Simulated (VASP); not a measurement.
# LiCl in VASP: notebook, part 2 of 2

VASP 6.6.1. Earlier steps stand in the parts before.

## Step 4: Electric field gradients, PBE (volume scaled by 0.9405)

Contents of INCAR:

```
ALGO     = Normal         # electronic algorithm
EDIFF    = 1E-8           # SCF threshold, eV
ENCUT    = 520            # plane-wave cutoff, eV
GGA      = PE             # functional
ISIF     = 2              # what is computed and relaxed
ISMEAR   = -1             # smearing method
LASPH    = True           # aspherical terms in the spheres
LCHARG   = False          # write CHGCAR
LEFG     = True         
LREAL    = False          # projectors in reciprocal space
LWAVE    = False          # write WAVECAR
NBANDS   = 12             # bands
NELM     = 60             # most SCF steps
PREC     = Accurate       # precision mode
SIGMA    = 0.03           # smearing width, eV
```

Contents of KPOINTS:

```
k-points
0
Gamma
  9 9 9
```

Contents of POSCAR:

```
LiCl
1.0
    0.0000000000      2.5128486508      2.5128486508
    2.5128486508      0.0000000000      2.5128486508
    2.5128486508      2.5128486508      0.0000000000
Li Cl
1 1
Direct
    0.0000000000      0.0000000000      0.0000000000
    0.5000000000      0.5000000000      0.5000000000
```

Potentials or basis: VASP PAW PBE potentials, release 64 (Li_sv, Cl).

Launch:

```
$ cat potpaw_PBE.64/Li_sv/POTCAR potpaw_PBE.64/Cl/POTCAR > POTCAR
$ mpirun -np 1 vasp_std > vasp.out
```

OUTCAR:

```text
EDIFF = 1E-8
   ENCUT = 520
   GGA = PE
   ISIF = 2
   ISMEAR = -1
   LASPH = True
   LREAL = False
   NELM = 60
   PREC = Accurate

 ion  position               nearest neighbor table
   1  0.000  0.000  0.000-   2 2.51   2 2.51   2 2.51   2 2.51   2 2.51   2 2.51
   2  0.500  0.500  0.500-   1 2.51   1 2.51   1 2.51   1 2.51   1 2.51   1 2.51

  LATTYP: Found a face centered cubic cell.
 ALAT       =     5.0256973016

  Lattice vectors:

 A1 = (   0.0000000000,   2.5128486508,   2.5128486508)
 A2 = (   2.5128486508,   0.0000000000,   2.5128486508)
 A3 = (   2.5128486508,   2.5128486508,   0.0000000000)

Analysis of symmetry for initial positions (statically):
[... 571 lines left out ...]
  free  energy   TOTEN  =        -7.3671094433 eV

  energy  without entropy=       -7.3671094433  energy(sigma->0) =       -7.36710944

 Electric field gradients (V/A^2)
---------------------------------------------------------------------
 ion       V_xx      V_yy      V_zz      V_xy      V_xz      V_yz
---------------------------------------------------------------------
   1       0.000     0.000    -0.000    -0.002    -0.002    -0.002
   2      -0.000     0.000     0.000    -0.000    -0.000    -0.000
---------------------------------------------------------------------

 Electric field gradients after diagonalization (V/A^2)
 (convention: |V_zz| > |V_xx| > |V_yy|)
----------------------------------------------------------------------
 ion       V_xx      V_yy      V_zz     asymmetry (V_yy - V_xx)/ V_zz
----------------------------------------------------------------------
   1       0.002     0.002    -0.003       0.000
   2       0.000     0.000    -0.001       0.000
----------------------------------------------------------------------

           NMR quadrupolar parameters

 Cq : quadrupolar parameter    Cq=e*Q*V_zz/h
 eta: asymmetry parameters     (V_yy - V_xx)/ V_zz
 Q  : nuclear electric quadrupole moment in mb (millibarn)
----------------------------------------------------------------------
 ion       Cq(MHz)       eta       Q (mb)
----------------------------------------------------------------------
   1      -0.000       0.000       1.000
   2      -0.000       0.000       1.000
----------------------------------------------------------------------
```

OSZICAR:

```text
N       E                     dE             d eps       ncg     rms          rms(c)
DAV:   1     0.394443528740E+02    0.39444E+02   -0.43210E+03   840   0.781E+02
DAV:   2    -0.516566388875E+01   -0.44610E+02   -0.43246E+02  1068   0.146E+02
DAV:   3    -0.736088685839E+01   -0.21952E+01   -0.21883E+01  1104   0.332E+01
DAV:   4    -0.742616284741E+01   -0.65276E-01   -0.65259E-01  1152   0.563E+00
DAV:   5    -0.742713396981E+01   -0.97112E-03   -0.97110E-03  1104   0.606E-01    0.247E+00
DAV:   6    -0.736223567201E+01    0.64898E-01   -0.13537E-01  1032   0.175E+00    0.177E+00
DAV:   7    -0.736347976953E+01   -0.12441E-02   -0.46819E-02  1244   0.116E+00    0.938E-01
DAV:   8    -0.736710127486E+01   -0.36215E-02   -0.56024E-03  1012   0.518E-01    0.151E-01
DAV:   9    -0.736706399730E+01    0.37278E-04   -0.15826E-04  1028   0.880E-02    0.492E-02
DAV:  10    -0.736710418730E+01   -0.40190E-04   -0.93852E-05   996   0.657E-02    0.481E-02
DAV:  11    -0.736710887541E+01   -0.46881E-05   -0.10803E-05  1088   0.210E-02    0.223E-03
DAV:  12    -0.736710959901E+01   -0.72360E-06   -0.37616E-07  1032   0.464E-03    0.470E-03
DAV:  13    -0.736710940106E+01    0.19795E-06   -0.13410E-07  1076   0.237E-03    0.387E-04
DAV:  14    -0.736710947370E+01   -0.72643E-07   -0.26345E-09   680   0.420E-04    0.392E-04
DAV:  15    -0.736710944252E+01    0.31186E-07   -0.10297E-09   516   0.244E-04    0.985E-05
DAV:  16    -0.736710944334E+01   -0.82343E-09   -0.47506E-10   500   0.138E-04
   1 F= -.73671094E+01 E0= -.73671094E+01  d E =-.112317E-12
```

Wall time 12 s (1 thread of AMD EPYC 7R13 (Zen 3), shared host); peak memory 0.12 GiB.

Results:

| Item | Value |
| --- | --- |
| Free energy | -7.3671 eV |
| Band gap on the k mesh | 6.71 eV, direct |

Caveat: the cutoff is under 1.25 times the usual one of these potentials, so pressure, stress and relaxed cells hold a basis-set (Pulay) error; without QUAD_EFG the Cq values of the log hold for a quadrupole moment of 1 mb, not for the nuclei. A k mesh can miss the band edges.

## Step 5: Electric field gradients, PBE (volume scaled by 0.97)

Contents of INCAR:

```
SYSTEM = LiCl
ALGO     = Normal         ! electronic algorithm
EDIFF    = 1E-8           ! SCF threshold, eV
ENCUT    = 520            ! plane-wave cutoff, eV
GGA      = PE             ! functional
ISIF     = 2              ! what is computed and relaxed
ISMEAR   = -1             ! smearing method
LASPH    = .True.         ! aspherical terms in the spheres
LCHARG   = .False.        ! write CHGCAR
LEFG     = .True.       
LREAL    = .False.        ! projectors in reciprocal space
LWAVE    = .False.        ! write WAVECAR
NBANDS   = 12             ! bands
NELM     = 60             ! most SCF steps
PREC     = Accurate       ! precision mode
SIGMA    = 0.03           ! smearing width, eV
```

Contents of KPOINTS:

```
k-points
0
Gamma
  9 9 9
  0 0 0
```

Contents of POSCAR:

```
LiCl
1.0
    0.0000000000      2.5388515620      2.5388515620
    2.5388515620      0.0000000000      2.5388515620
    2.5388515620      2.5388515620      0.0000000000
Li Cl
1 1
Direct
    0.0000000000      0.0000000000      0.0000000000
    0.5000000000      0.5000000000      0.5000000000
```

Potentials or basis: VASP PAW PBE potentials, release 64 (Li_sv, Cl).

Launch:

```
$ cat potpaw_PBE.64/Li_sv/POTCAR potpaw_PBE.64/Cl/POTCAR > POTCAR
$ mpirun -np 1 vasp_std > vasp.out
```

OUTCAR:

```text
SYSTEM = LiCl
   EDIFF = 1E-8
   ENCUT = 520
   GGA = PE
   ISIF = 2
   ISMEAR = -1
   LASPH = .True.
   LREAL = .False.
   NELM = 60
   PREC = Accurate

 ion  position               nearest neighbor table
   1  0.000  0.000  0.000-   2 2.54   2 2.54   2 2.54   2 2.54   2 2.54   2 2.54
   2  0.500  0.500  0.500-   1 2.54   1 2.54   1 2.54   1 2.54   1 2.54   1 2.54

  LATTYP: Found a face centered cubic cell.
 ALAT       =     5.0777031240

  Lattice vectors:

 A1 = (   0.0000000000,   2.5388515620,   2.5388515620)
 A2 = (   2.5388515620,   0.0000000000,   2.5388515620)
 A3 = (   2.5388515620,   2.5388515620,   0.0000000000)

Analysis of symmetry for initial positions (statically):
=====================================================================
 Subroutine PRICEL returns:
 Original cell was already a primitive cell.

 Routine SETGRP: Setting up the symmetry group for a
 face centered cubic supercell.

 Subroutine GETGRP returns: Found 48 space group operations
 (whereof 48 operations were pure point group operations)
 out of a pool of 48 trial point group operations.

The static configuration has the point symmetry O_h .

Analysis of symmetry for dynamics (positions and initial velocities):
=====================================================================
 Subroutine PRICEL returns:
 Original cell was already a primitive cell.

 Routine SETGRP: Setting up the symmetry group for a
 face centered cubic supercell.

 Subroutine GETGRP returns: Found 48 space group operations
 (whereof 48 operations were pure point group operations)
 out of a pool of 48 trial point group operations.

The dynamic configuration has the point symmetry O_h .

 Subroutine INISYM returns: Found 48 space group operations
 (whereof 48 operations are pure point group operations),
 and found     1 'primitive' translations

----------------------------------------------------------------------------------------

                                     Primitive cell

  volume of cell :      32.7297

  direct lattice vectors                    reciprocal lattice vectors
     0.000000000  2.538851562  2.538851562    -0.196939438  0.196939438  0.196939438
     2.538851562  0.000000000  2.538851562     0.196939438 -0.196939438  0.196939438
     2.538851562  2.538851562  0.000000000     0.196939438  0.196939438 -0.196939438

  length of vectors
     3.590478312  3.590478312  3.590478312     0.341109113  0.341109113  0.341109113

  position of ions in fractional coordinates (direct lattice)
     0.000000000  0.000000000  0.000000000
     0.500000000  0.500000000  0.500000000

  ion indices of the primitive-cell ions
   primitive index   ion index
                 1           1
                 2           2

----------------------------------------------------------------------------------------

 KPOINTS: k-points

Automatic generation of k-mesh.
 Grid dimensions read from file:
 generate k-points for:    9    9    9

 Generating k-lattice:

  Cartesian coordinates                     Fractional coordinates (reciprocal lattice)
[... 76 lines left out ...]
   EFERMI_NEDOS =   21; number of points for ismear=-14 and -15
   IALGO  =     38    algorithm
   IMIX   =      4    mixing-type and parameters
     AMIX     =   0.40;   BMIX     =  1.00
     AMIX_MAG =   1.60;   BMIX_MAG =  1.00
  volume/ion in A,a.u.               =      16.36       110.44
  Fermi-wavevector in a.u.,A,eV,Ry     =   1.102624  2.083658 16.541693  1.215780
  Thomas-Fermi vector in A             =   2.239070
   LORBIT       =      0    0 simple, 1 ext, 2 COOP (PROOUT), +10 PAW based schemes
   GGA     = PE    functional components
   LHFCALC =     F    Hartree Fock is set to
   AEXX    =    0.0000 exact exchange contribution
   IVDW    =     0    specifies the selected vdW correction
   LEPSILON=     F    determine dielectric tensor
   LRPA    =     F    only Hartree local field effects (RPA)
 non-spin polarized calculation
  energy-cutoff  :      520.00
  volume of cell :       32.73
 maximum number of plane-waves:       899
   NGX = 13   NGY = 13   NGZ = 13

 number of electron      10.0000000 magnetization

 number of electron       9.9999998 magnetization

 Free energy of the ion-electron system (eV)
  ---------------------------------------------------
  ext. energy  EPLUGINS =         0.00000000
  ---------------------------------------------------
  free energy    TOTEN  =        -7.37999568 eV

  energy without entropy =       -7.37999568  energy(sigma->0) =       -7.37999568

 E-fermi :   1.4655     XC(G=0):  -8.8630

 val. band max:        0.8125538302   @ k =   0.0000   0.0000   0.0000
 cond. band min:       7.3321163800   @ k =   0.0000   0.0000   0.0000
 fundamental gap:      6.5195625498
 Fermi energy:         1.4655321964

 k-point     1 :       0.0000    0.0000    0.0000
  band No.  band energies     occupation
      1     -42.6586      2.00000
      2     -12.6936      2.00000
      3       0.8126      2.00000
      4       0.8126      2.00000
      5       0.8126      2.00000
      6       7.3321      0.00000
      7      12.7752      0.00000
      8      12.7752      0.00000
      9      12.7752      0.00000
     10      15.5236      0.00000
     11      15.5236      0.00000
     12      15.5257      0.00000
[... 331 lines left out ...]
 k-point    24 :       0.4444    0.4444    0.0000
  band No.  band energies     occupation
      1     -42.6545      2.00000
      2     -11.8489      2.00000
      3      -2.1325      2.00000
      4      -0.3152      2.00000
      5      -0.3152      2.00000
      6       8.8248      0.00000
      7       9.1235      0.00000
      8      13.2291      0.00000
      9      15.0031      0.00000
     10      15.0031      0.00000
     11      17.8559      0.00000
     12      19.7290      0.00000

 [... further k-points ...]
[... 5 lines left out ...]
  --------------------------------------------------------------------------------------
  -------------------------------------------------------------------------------------
  Total        0.2791890      0.2791890      0.2791890      0.0000000      0.0000000      0.0000000
  in kB       13.6668023     13.6668023     13.6668023      0.0000000      0.0000000      0.0000000
  external PRESSURE =      13.6668023 kB  Pullay stress =       0.0000000 kB

 VOLUME and BASIS-vectors are now :
 -----------------------------------------------------------------------------
  energy-cutoff  :      520.00
  volume of cell :       32.73
      direct lattice vectors                 reciprocal lattice vectors
     0.000000000  2.538851562  2.538851562    -0.196939438  0.196939438  0.196939438
     2.538851562  0.000000000  2.538851562     0.196939438 -0.196939438  0.196939438
     2.538851562  2.538851562  0.000000000     0.196939438  0.196939438 -0.196939438

 POSITION                                       TOTAL-FORCE (eV/Angst)
 -----------------------------------------------------------------------------------
      0.00000      0.00000      0.00000         0.000000     -0.000000     -0.000000
      2.53885      2.53885      2.53885        -0.000000      0.000000      0.000000
 -----------------------------------------------------------------------------------
    total drift:                                0.000000      0.000000      0.000000

  FREE ENERGIE OF THE ION-ELECTRON SYSTEM (eV)
  ---------------------------------------------------
  free  energy   TOTEN  =        -7.3799956829 eV

  energy  without entropy=       -7.3799956829  energy(sigma->0) =       -7.37999568

 Electric field gradients (V/A^2)
---------------------------------------------------------------------
 ion       V_xx      V_yy      V_zz      V_xy      V_xz      V_yz
---------------------------------------------------------------------
   1      -0.000    -0.000    -0.000    -0.000    -0.000    -0.000
   2      -0.000    -0.000    -0.000    -0.001    -0.001    -0.001
---------------------------------------------------------------------

 Electric field gradients after diagonalization (V/A^2)
 (convention: |V_zz| > |V_xx| > |V_yy|)
----------------------------------------------------------------------
 ion       V_xx      V_yy      V_zz     asymmetry (V_yy - V_xx)/ V_zz
----------------------------------------------------------------------
   1       0.000     0.000    -0.000       0.000
   2       0.001     0.001    -0.001       0.000
----------------------------------------------------------------------

           NMR quadrupolar parameters

 Cq : quadrupolar parameter    Cq=e*Q*V_zz/h
 eta: asymmetry parameters     (V_yy - V_xx)/ V_zz
 Q  : nuclear electric quadrupole moment in mb (millibarn)
----------------------------------------------------------------------
 ion       Cq(MHz)       eta       Q (mb)
----------------------------------------------------------------------
   1      -0.000       0.000       1.000
   2      -0.000       0.000       1.000
----------------------------------------------------------------------
```

Wall time 13 s (1 thread of AMD EPYC 7R13 (Zen 3), shared host); peak memory 0.12 GiB.

Results:

```yaml
Free_energy: -7.3800 eV
Band_gap_on_the_k_mesh: 6.52 eV, direct
```

Caveat: the cutoff is under 1.25 times the usual one of these potentials, so pressure, stress and relaxed cells hold a basis-set (Pulay) error; without QUAD_EFG the Cq values of the log hold for a quadrupole moment of 1 mb, not for the nuclei.

## Step 6: Summary

```tsv
cell	gap on the mesh (eV)
a = 3.627 Å, angles 60.0°, 2 atoms	6.34
a = 3.627, b = 3.627, c = 3.609 Å, angles 60.2, 60.2, 60.3°, 2 atoms	6.31
a = 3.554 Å, angles 60.0°, 2 atoms	6.71
a = 3.590 Å, angles 60.0°, 2 atoms	6.52
```

Alike in all rows: task electric field gradients; level PBE; potentials or basis VASP PAW PBE potentials, release 64 (Li_sv, Cl); no spin polarisation; k mesh 9 × 9 × 9; cutoff (eV) 520; smearing fermi-dirac 0.03 eV.

Caveats: the cutoff is under 1.25 times the usual one of these potentials, so pressure, stress and relaxed cells hold a basis-set (Pulay) error.

Total energies depend on the potentials used, so only differences within one code and one set of settings carry meaning.
